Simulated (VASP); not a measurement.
# CsSnI3 (P4/mmm) in VASP: notebook, part 3 of 3

VASP 6.6.1. Earlier steps stand in the parts before.

### Step 5. Single point, PBE (strain +0.015 along x and y, -0.030 along z)

Input file INCAR:

```
SYSTEM = CsSnI3
PREC     = Accurate       ! precision mode
ENCUT    = 520            ! plane-wave cutoff, eV
EDIFF    = 1E-6           ! SCF threshold, eV
ISMEAR   = 0              ! smearing method
SIGMA    = 0.03           ! smearing width, eV
LREAL    = .FALSE.        ! projectors in reciprocal space
LASPH    = .TRUE.         ! aspherical terms in the spheres
NELM     = 80             ! most SCF steps
ALGO     = Normal         ! electronic algorithm
ISIF     = 2              ! what is computed and relaxed
LWAVE    = .FALSE.        ! write WAVECAR
LCHARG   = .FALSE.        ! write CHGCAR
GGA      = PE             ! functional
NBANDS   = 30             ! bands
```

Input file KPOINTS:

```
Automatic mesh
0
G
  6 6 6
  0 0 0
```

Input file POSCAR:

```
CsSnI3
1.0
    6.2987855000      0.0000000000      0.0000000000
    0.0000000000      6.2987855000      0.0000000000
    0.0000000000      0.0000000000      6.0195290000
Cs Sn I
1 1 3
Direct
    0.0000000000      0.0000000000      0.0000000000
    0.5000000000      0.5000000000      0.5000000000
    0.0000000000      0.5000000000      0.5000000000
    0.5000000000      0.0000000000      0.5000000000
    0.5000000000      0.5000000000      0.0000000000
```

Potentials or basis: VASP PAW PBE potentials, release 64 (Cs_sv, Sn_d, I).

The run is started by

```console
$ cat potpaw_PBE.64/Cs_sv/POTCAR potpaw_PBE.64/Sn_d/POTCAR potpaw_PBE.64/I/POTCAR > POTCAR
$ mpirun -np 1 vasp_std > vasp.out
```

OUTCAR:

```text
SYSTEM = CsSnI3
   PREC = Accurate
   ENCUT = 520
   EDIFF = 1E-6
   ISMEAR = 0
   LREAL = .FALSE.
   LASPH = .TRUE.
   NELM = 80
   ISIF = 2
   GGA = PE

 ion  position               nearest neighbor table
   1  0.000  0.000  0.000-
   2  0.500  0.500  0.500-   5 3.01   5 3.01   3 3.15   4 3.15   4 3.15   3 3.15
   3  0.000  0.500  0.500-   2 3.15   2 3.15
   4  0.500  0.000  0.500-   2 3.15   2 3.15
   5  0.500  0.500  0.000-   2 3.01   2 3.01

  LATTYP: Found a simple tetragonal cell.
 ALAT       =     6.2987855000
 C/A-ratio  =     0.9556650246

  Lattice vectors:

 A1 = (   6.2987855000,   0.0000000000,   0.0000000000)
 A2 = (   0.0000000000,   6.2987855000,   0.0000000000)
 A3 = (   0.0000000000,   0.0000000000,   6.0195290000)

Analysis of symmetry for initial positions (statically):
=====================================================================
 Subroutine PRICEL returns:
 Original cell was already a primitive cell.

 Routine SETGRP: Setting up the symmetry group for a
 simple tetragonal supercell.

 Subroutine GETGRP returns: Found 16 space group operations
 (whereof 16 operations were pure point group operations)
 out of a pool of 16 trial point group operations.

The static configuration has the point symmetry D_4h.

Analysis of symmetry for dynamics (positions and initial velocities):
=====================================================================
 Subroutine PRICEL returns:
 Original cell was already a primitive cell.

 Routine SETGRP: Setting up the symmetry group for a
 simple tetragonal supercell.

 Subroutine GETGRP returns: Found 16 space group operations
 (whereof 16 operations were pure point group operations)
 out of a pool of 16 trial point group operations.

The dynamic configuration has the point symmetry D_4h.

 Subroutine INISYM returns: Found 16 space group operations
[... 120 lines left out ...]
   IALGO  =     38    algorithm
   IMIX   =      4    mixing-type and parameters
     AMIX     =   0.40;   BMIX     =  1.00
     AMIX_MAG =   1.60;   BMIX_MAG =  1.00
  volume/ion in A,a.u.               =      47.76       322.33
  Fermi-wavevector in a.u.,A,eV,Ry     =   0.931537  1.760351 11.806620  0.867762
  Thomas-Fermi vector in A             =   2.058041
   LORBIT       =      0    0 simple, 1 ext, 2 COOP (PROOUT), +10 PAW based schemes
   GGA     = PE    functional components
   LHFCALC =     F    Hartree Fock is set to
   AEXX    =    0.0000 exact exchange contribution
   IVDW    =     0    specifies the selected vdW correction
   LEPSILON=     F    determine dielectric tensor
   LRPA    =     F    only Hartree local field effects (RPA)
 non-spin polarized calculation
 Gauss-broadening in eV      SIGMA  =   0.03
  energy-cutoff  :      520.00
  volume of cell :      238.82
 maximum number of plane-waves:      6470
 NGX is ok and might be reduce to    48
   NGX = 23   NGY = 23   NGZ = 23

 number of electron      43.9999995 magnetization

 Free energy of the ion-electron system (eV)
  ---------------------------------------------------
  ext. energy  EPLUGINS =         0.00000000
  ---------------------------------------------------
  free energy    TOTEN  =       -13.97102001 eV

  energy without entropy =      -13.97101995  energy(sigma->0) =      -13.97101998

 E-fermi :   3.0419     XC(G=0):  -7.5259

 val. band max:        2.9575982771   @ k =   0.5000   0.5000   0.5000
 cond. band min:       3.1295859448   @ k =   0.5000   0.5000   0.5000
 fundamental gap:      0.1719876677
 Fermi energy:         3.0418733784

 k-point     1 :       0.0000    0.0000    0.0000
  band No.  band energies     occupation
      1     -19.4234      2.00000
      2     -19.2110      2.00000
      3     -19.2110      2.00000
      4     -19.1962      2.00000
      5     -19.1864      2.00000
      6     -19.1864      2.00000
[... 781 lines left out ...]
     29       7.6268      0.00000
     30       7.8060      0.00000

 [... further k-points ...]

------------------------ aborting loop because EDIFF is reached ----------------------------------------

  FORCE on cell =-STRESS in cart. coord.  units (eV):
  Direction    XX          YY          ZZ          XY          YZ          ZX
  --------------------------------------------------------------------------------------
  -------------------------------------------------------------------------------------
  Total        0.2203731      0.2203731      2.8966692      0.0000000     -0.0000000      0.0000000
  in kB        1.4784036      1.4784036     19.4327087      0.0000000     -0.0000000      0.0000000
  external PRESSURE =       7.4631720 kB  Pullay stress =       0.0000000 kB

 VOLUME and BASIS-vectors are now :
 -----------------------------------------------------------------------------
  energy-cutoff  :      520.00
  volume of cell :      238.82
      direct lattice vectors                 reciprocal lattice vectors
     6.298785500  0.000000000  0.000000000     0.158760764  0.000000000  0.000000000
     0.000000000  6.298785500  0.000000000     0.000000000  0.158760764  0.000000000
     0.000000000  0.000000000  6.019529000     0.000000000  0.000000000  0.166125954

 POSITION                                       TOTAL-FORCE (eV/Angst)
 -----------------------------------------------------------------------------------
      0.00000      0.00000      0.00000         0.000000      0.000000      0.000000
      3.14939      3.14939      3.00976         0.000000      0.000000      0.000000
      0.00000      3.14939      3.00976         0.000000      0.000000      0.000000
      3.14939      0.00000      3.00976         0.000000      0.000000      0.000000
      3.14939      3.14939      0.00000         0.000000      0.000000      0.000000
 -----------------------------------------------------------------------------------
    total drift:                                0.000000     -0.000000     -0.000000

  FREE ENERGIE OF THE ION-ELECTRON SYSTEM (eV)
  ---------------------------------------------------
  free  energy   TOTEN  =       -13.9710200073 eV

  energy  without entropy=      -13.9710199477  energy(sigma->0) =      -13.97101998
```

Run time: 6.3 min. Hardware: 1 thread of Oxide Virtual Turin-like, shared host; peak memory 0.46 GiB.

Results:

```
Free energy            : -13.9710 eV
Pressure               : 0.7 GPa
Band gap on the k mesh : 0.17 eV
```

Stress tensor (GPa, compression positive):
```
0.15 0.00 0.00
0.00 0.15 0.00
0.00 0.00 1.94
```

Levels at points of the mesh, in eV from the valence-band top:
```
           k point  band 19  band 20  band 21  band 22  band 23  band 24  band 25  band 26
(0.00, 0.00, 0.00)    -2.38    -2.26    -2.23    -2.23     2.11     2.99     3.09     3.29
(0.50, 0.00, 0.00)    -2.57    -2.37    -2.34    -1.73     1.03     3.59     3.85     4.05
(0.50, 0.50, 0.00)    -2.66    -2.59    -1.88    -1.02     0.75     0.75     4.13     4.30
(0.00, 0.00, 0.50)    -2.58    -2.39    -2.39    -1.38     1.12     3.80     3.87     3.95
(0.50, 0.00, 0.50)    -2.71    -2.59    -1.80    -0.69     0.59     0.86     3.64     4.13
(0.50, 0.50, 0.50)    -1.86    -1.79    -1.79     0.00     0.17     0.17     0.49     2.92
```

Caveat: the cell differs from its parent crystal (strain +0.015 along x and y, -0.030 along z); semilocal functionals underestimate gaps, and a narrow one can read as zero; spin-orbit coupling is left out, which moves the levels of the heavy elements.

### Step 6. Summary

| cell | gap on the mesh (eV) | pressure (GPa) |
| --- | --- | --- |
| a = 6.392, b = 6.392, c = 6.020 Å, 5 atoms | 0.25 | 0.3 |
| a = 6.392, b = 6.392, c = 6.113 Å, 5 atoms | 0.38 | 0.0 |
| a = 6.113, b = 6.113, c = 6.392 Å, 5 atoms | 0.09 | 0.7 |
| a = 6.299, b = 6.299, c = 6.020 Å, 5 atoms | 0.17 | 0.7 |

Alike in all rows: task single point; level PBE; potentials or basis VASP PAW PBE potentials, release 64 (Cs_sv, Sn_d, I); no spin polarisation; k mesh 6 × 6 × 6; cutoff (eV) 520; smearing gaussian 0.03 eV.

Caveats: semilocal functionals underestimate gaps, and a narrow one can read as zero; spin-orbit coupling is left out, which moves the levels of the heavy elements.

Absolute energies hang on the potentials; compare differences alone.
